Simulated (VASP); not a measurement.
# Dy3Re (Pm-3m) in VASP: a series of runs

Dy3Re is run at these levels: PBE; tasks: relaxation of cell and atoms, single point.

Program: VASP 6.6.1. These are calculated values, not measurements. Logs are shortened: lines on timing, memory, paths and dates and some standing lists are left out, and cuts for length are marked.

### 1 The cell of the first run

Symmetry: Pm-3m, No. 221, cubic system. The conventional cell has a = 4.474 Å, b = 4.474 Å, c = 4.474 Å, α = 90.00°, β = 90.00°, γ = 90.00°. Dy (site symmetry 4/mmm) has 8 Dy at 3.16 Å and 4 Re at 3.16 Å within 4.2 Å. Within 4.2 Å of Re (site symmetry m-3m) lie 12 Dy at 3.16 Å.

The cell was built from a structure type or drawn by symmetry, and may not be a known phase.

### 2 Relaxation of cell and atoms, PBE

Contents of INCAR:

```
SYSTEM = Dy3Re
PREC = Accurate ; ENCUT = 600
EDIFF = 1E-7 ; ISMEAR = 0
SIGMA = 0.1 ; LREAL = .False.
LASPH = .True. ; NELM = 200
ALGO = Normal ; ISIF = 3
LWAVE = .False. ; LCHARG = .False.
GGA = PE ; IBRION = 2
NSW = 90 ; EDIFFG = -0.04
GGA_COMPAT = .False. ; NELMIN = 4
LMAXMIX = 6
```

Contents of KPOINTS:

```
regular mesh
0
Gamma
  4 4 4
  0 0 0
```

Contents of POSCAR:

```
Dy3Re
1.0
    4.4741900900      0.0000000000      0.0000000000
    0.0000000000      4.4741900900      0.0000000000
    0.0000000000      0.0000000000      4.4741900900
Dy Re
3 1
Direct
    0.0000000000      0.5000000000      0.5000000000
    0.5000000000      0.5000000000      0.0000000000
    0.5000000000      0.0000000000      0.5000000000
    0.0000000000      0.0000000000      0.0000000000
```

Potentials or basis: VASP PAW PBE potentials, release 64 (Dy_3, Re), 4f in core.

The run is started by

```
$ cat potpaw_PBE.64/Dy_3/POTCAR potpaw_PBE.64/Re/POTCAR > POTCAR
$ mpirun -np 1 vasp_std > vasp.out
```

OUTCAR:

```text
SYSTEM = Dy3Re
   PREC = Accurate
   ENCUT = 600
   EDIFF = 1E-7
   ISMEAR = 0
   LREAL = .False.
   LASPH = .True.
   NELM = 200
   ISIF = 3
   GGA = PE
   IBRION = 2
   NSW = 90
   EDIFFG = -0.04
   NELMIN = 4

 ion  position               nearest neighbor table
   1  0.000  0.500  0.500-   2 3.16   3 3.16   4 3.16   2 3.16   4 3.16   3 3.16   4 3.16   4 3.16
                             2 3.16   3 3.16   2 3.16   3 3.16
   2  0.500  0.500  0.000-   1 3.16   3 3.16   4 3.16   1 3.16   3 3.16   3 3.16   4 3.16   3 3.16
                             1 3.16   4 3.16   1 3.16   4 3.16
   3  0.500  0.000  0.500-   1 3.16   2 3.16   4 3.16   2 3.16   4 3.16   1 3.16   2 3.16   2 3.16
                             1 3.16   4 3.16   4 3.16   1 3.16
   4  0.000  0.000  0.000-   1 3.16   2 3.16   3 3.16   1 3.16   3 3.16   1 3.16   2 3.16   1 3.16
                             2 3.16   3 3.16   3 3.16   2 3.16

  LATTYP: Found a simple cubic cell.
 ALAT       =     4.4741900900

  Lattice vectors:

 A1 = (   4.4741900900,   0.0000000000,   0.0000000000)
 A2 = (   0.0000000000,   4.4741900900,   0.0000000000)
 A3 = (   0.0000000000,   0.0000000000,   4.4741900900)

Analysis of symmetry for initial positions (statically):
=====================================================================
 Subroutine PRICEL returns:
 Original cell was already a primitive cell.

 Routine SETGRP: Setting up the symmetry group for a
 simple cubic supercell.

 Subroutine GETGRP returns: Found 48 space group operations
 (whereof 48 operations were pure point group operations)
 out of a pool of 48 trial point group operations.

The static configuration has the point symmetry O_h .

Analysis of symmetry for dynamics (positions and initial velocities):
=====================================================================
 Subroutine PRICEL returns:
 Original cell was already a primitive cell.

 Routine SETGRP: Setting up the symmetry group for a
 simple cubic supercell.

 Subroutine GETGRP returns: Found 48 space group operations
 (whereof 48 operations were pure point group operations)
 out of a pool of 48 trial point group operations.

The dynamic configuration has the point symmetry O_h .

 Subroutine INISYM returns: Found 48 space group operations
 (whereof 48 operations are pure point group operations),
 and found     1 'primitive' translations

----------------------------------------------------------------------------------------

                                     Primitive cell

  volume of cell :      89.5660
[... 69 lines left out ...]
   PREC   = accura    normal or accurate (medium, high low for compatibility)
   ISTART =      0    job   : 0-new  1-cont  2-samecut
   ICHARG =      2    charge: 1-file 2-atom 10-const
   ISPIN  =      1    spin polarized calculation?
   LNONCOLLINEAR =      F non collinear calculations
   LSORBIT =      F    spin-orbit coupling
   LASPH  =      T    aspherical Exc in radial PAW
   ENCUT  =  600.0 eV  44.10 Ry    6.64 a.u.   8.94  8.94  8.94*2*pi/ulx,y,z
   NELM   =    200;   NELMIN=  4; NELMDL= -5     # of ELM steps
   EDIFF  = 0.1E-06   stopping-criterion for ELM
   LREAL  =      F    real-space projection
   EDIFFG = -.4E-01   stopping-criterion for IOM
   NSW    =     90    number of steps for IOM
   IBRION =      2    ionic relax: 0-MD 1-quasi-New 2-CG
   NFREE  =      1    steps in history (QN), initial steepest desc. (CG)
   ISIF   =      3    stress and relaxation
   ISYM   =      2    0-nonsym 1-usesym 2-fastsym
   POTIM  = 0.5000    time-step for ionic-motion
   TEBEG  =    0.0;   TEEND  =   0.0 temperature during run
   PSTRESS=    0.0 pullay stress
   NELECT =      34.0000    total number of electrons
   NUPDOWN=      -1.0000    fix difference up-down
   EMIN   =  10.00;   EMAX   =-10.00  energy-range for DOS
   EFERMI =   0.00;   METHOD = LEGACY
   ISMEAR =     0;   SIGMA  =   0.10  broadening in eV -4-tet -1-fermi 0-gaus
   EFERMI_NEDOS =   21; number of points for ismear=-14 and -15
   IALGO  =     38    algorithm
   IMIX   =      4    mixing-type and parameters
     AMIX     =   0.40;   BMIX     =  1.00
     AMIX_MAG =   1.60;   BMIX_MAG =  1.00
  volume/ion in A,a.u.               =      22.39       151.11
  Fermi-wavevector in a.u.,A,eV,Ry     =   1.185368  2.240022 19.117525  1.405098
  Thomas-Fermi vector in A             =   2.321564
   LORBIT       =      0    0 simple, 1 ext, 2 COOP (PROOUT), +10 PAW based schemes
   GGA     = PE    functional components
   LHFCALC =     F    Hartree Fock is set to
   AEXX    =    0.0000 exact exchange contribution
   IVDW    =     0    specifies the selected vdW correction
   LEPSILON=     F    determine dielectric tensor
   LRPA    =     F    only Hartree local field effects (RPA)
 conjugate gradient relaxation of ions
 non-spin polarized calculation
 Gauss-broadening in eV      SIGMA  =   0.10
  energy-cutoff  :      600.00
  volume of cell :       89.57
 maximum number of plane-waves:      3016
 NGX is ok and might be reduce to    36
   NGX = 17   NGY = 17   NGZ = 17

--------------------------------------- Ionic step        1  -------------------------------------------

 number of electron      34.0000007 magnetization

 Free energy of the ion-electron system (eV)
  ---------------------------------------------------
  ext. energy  EPLUGINS =         0.00000000
  ---------------------------------------------------
  free energy    TOTEN  =       -24.37264368 eV

  energy without entropy =      -24.33293238  energy(sigma->0) =      -24.35278803

------------------------ aborting loop because EDIFF is reached ----------------------------------------

  FORCE on cell =-STRESS in cart. coord.  units (eV):
  Direction    XX          YY          ZZ          XY          YZ          ZX
  --------------------------------------------------------------------------------------
  -------------------------------------------------------------------------------------
  Total        4.3979141      4.3979141      4.3979141      0.0000000      0.0000000      0.0000000
  in kB       78.6708838     78.6708838     78.6708838      0.0000000      0.0000000      0.0000000
  external PRESSURE =      78.6708838 kB  Pullay stress =       0.0000000 kB
[... 63 lines left out ...]
--------------------------------------- Ionic step        3  -------------------------------------------

 number of electron      34.0000003 magnetization

 Free energy of the ion-electron system (eV)
  ---------------------------------------------------
  ext. energy  EPLUGINS =         0.00000000
  ---------------------------------------------------
  free energy    TOTEN  =       -24.55991728 eV

  energy without entropy =      -24.51550087  energy(sigma->0) =      -24.53770908

 E-fermi :   4.2891     XC(G=0): -10.9673

 val. band max:        4.2754339942   @ k =   0.5000   0.2500   0.0000
 cond. band min:       4.3160163114   @ k =   0.5000   0.2500   0.0000
 fundamental gap:      0.0405823172
 Fermi energy:         4.2890845755

 k-point     1 :       0.0000    0.0000    0.0000
  band No.  band energies     occupation
      1     -19.2560      2.00000
      2     -19.2560      2.00000
      3     -19.2560      2.00000
      4     -18.5429      2.00000
      5     -18.5429      2.00000
      6     -18.5429      2.00000
[... 260 lines left out ...]
  FREE ENERGIE OF THE ION-ELECTRON SYSTEM (eV)
  ---------------------------------------------------
  free  energy   TOTEN  =       -24.5599172765 eV

  energy  without entropy=      -24.5155008736  energy(sigma->0) =      -24.53770908

 reached required accuracy - stopping structural energy minimisation
```

OSZICAR:

```text
N       E                     dE             d eps       ncg     rms          rms(c)
DAV:   1     0.179204190245E+03    0.17920E+03   -0.17795E+04   630   0.180E+03
DAV:   2    -0.804862333578E+01   -0.18725E+03   -0.18267E+03   640   0.564E+02
DAV:   3    -0.232419998636E+02   -0.15193E+02   -0.14386E+02   689   0.801E+01
[... 44 lines left out ...]
DAV:   8    -0.245599186718E+02   -0.12946E-04   -0.18207E-04   676   0.956E-02    0.202E-02
DAV:   9    -0.245599172058E+02    0.14660E-05   -0.46795E-05   736   0.406E-02    0.409E-03
DAV:  10    -0.245599176335E+02   -0.42769E-06   -0.86620E-06   469   0.105E-02    0.277E-03
DAV:  11    -0.245599172828E+02    0.35070E-06   -0.22190E-06   462   0.759E-03    0.126E-03
DAV:  12    -0.245599172765E+02    0.63114E-08   -0.54368E-07   265   0.444E-03
   3 F= -.24559917E+02 E0= -.24537709E+02  d E =-.187274E+00
```

Run time: 81 s. Hardware: 1 thread of Intel Xeon Platinum 8259CL at 2.50GHz (Skylake/Cascade Lake), shared host; peak memory 0.22 GiB.

What came out:

* Free energy: -24.5599 eV
* Relaxed volume: 24.45 Å³/atom
* Relaxed cell: a = 4.607 Å, b = 4.607 Å, c = 4.607 Å, α = 90.00°, β = 90.00°, γ = 90.00°
* Space group after relaxing (to 0.1 Å): Pm-3m (No. 221)
* Energy gained by relaxing: 46.8 meV/atom
* Ionic steps: 3
* Pressure after relaxing: 0.0 GPa
* Band gap on the k mesh: zero (bands 17 and 18 overlap by 1.24 eV)

The path:
```
step  energy change (eV)  largest force (eV/Å)  pressure (GPa)  volume (Å³)
   1              0.0000                0.0000            7.87        89.57
   2             -0.0870                0.0000           -4.42       104.59
   3             -0.1873                0.0000           -0.04        97.81
```

Final structure:
```
Dy Re
1.0
     4.60740    0.00000    0.00000
     0.00000    4.60740    0.00000
     0.00000    0.00000    4.60740
Dy Re
3 1
Direct
  0.00000 0.50000 0.50000
  0.50000 0.50000 0.00000
  0.50000 0.00000 0.50000
  0.00000 0.00000 0.00000
```

Levels at points of the mesh, in eV from the Fermi level:
```tsv
k point	band 12	band 13	band 14	band 15	band 16	band 17	band 18	band 19	band 20	band 21
(0.00, 0.00, 0.00)	-2.89	-2.89	-2.18	-2.18	-2.18	1.01	1.01	1.01	2.93	2.93
(0.50, 0.00, 0.00)	-1.78	-1.54	-1.41	-0.78	-0.78	-0.28	-0.17	0.07	0.07	2.25
(0.50, 0.50, 0.00)	-1.73	-1.73	-0.93	-0.83	-0.83	-0.25	-0.23	0.12	0.48	0.48
(0.50, 0.50, 0.50)	-2.91	-2.91	-0.31	-0.31	0.57	0.57	0.57	1.34	1.34	1.34
```

Caveat: spin-orbit coupling is left out, which moves the levels of the heavy elements; the 4f electrons are frozen in the core, so they carry no moment and show no levels. Spin polarisation is off, so any magnetic state and its effect on volume and gap are missing.

(Continued in part 2 of 2.)
